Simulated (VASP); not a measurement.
**LaNb2 (C15 type): single point with PBEsol**

The system is LaNb2 (C15 type).

```
CELL_PARAMETERS angstrom
0.00000 4.04806 4.04806
4.04806 0.00000 4.04806
4.04806 4.04806 0.00000
ATOMIC_POSITIONS crystal
La 0.12500 0.12500 0.12500
La 0.87500 0.87500 0.87500
Nb 0.50000 0.50000 0.50000
Nb 0.50000 0.50000 0.00000
Nb 0.50000 0.00000 0.50000
Nb 0.00000 0.50000 0.50000
```

```
Program                : VASP 6.6.1
Task                   : single point
Functional             : PBEsol
Potentials or basis    : VASP PAW PBE potentials, release 64 (La, Nb_sv)
Cutoff                 : 520 eV
k mesh                 : 7 × 7 × 7
Occupations            : fermi-dirac, width 0.05 eV
Spin                   : no spin polarisation
Dipole correction      : no
Further INCAR settings : ALGO = Normal; EDIFF = 1e-06; NBANDS = 46
```

The pressure is -0.1 GPa and the band gap on the k mesh is zero (bands 37 and 38 overlap by 1.76 eV).

Levels at points of the mesh, in eV from the Fermi level:
```csv
k point,band 33,band 34,band 35,band 36,band 37,band 38,band 39,band 40,band 41,band 42
"(0.00, 0.00, 0.00)",-0.96,-0.96,-0.19,-0.19,1.39,1.39,1.39,1.69,1.70,1.70
```

Run time: 2.2 min on 1 thread of Intel(R) Xeon(R) 6975P-C (Granite Rapids) (shared host), peak memory 0.38 GiB.

Caveat: the PAW data sets were made with another functional, which shifts forces and pressure a little; spin-orbit coupling is left out, which moves the levels of the heavy elements.
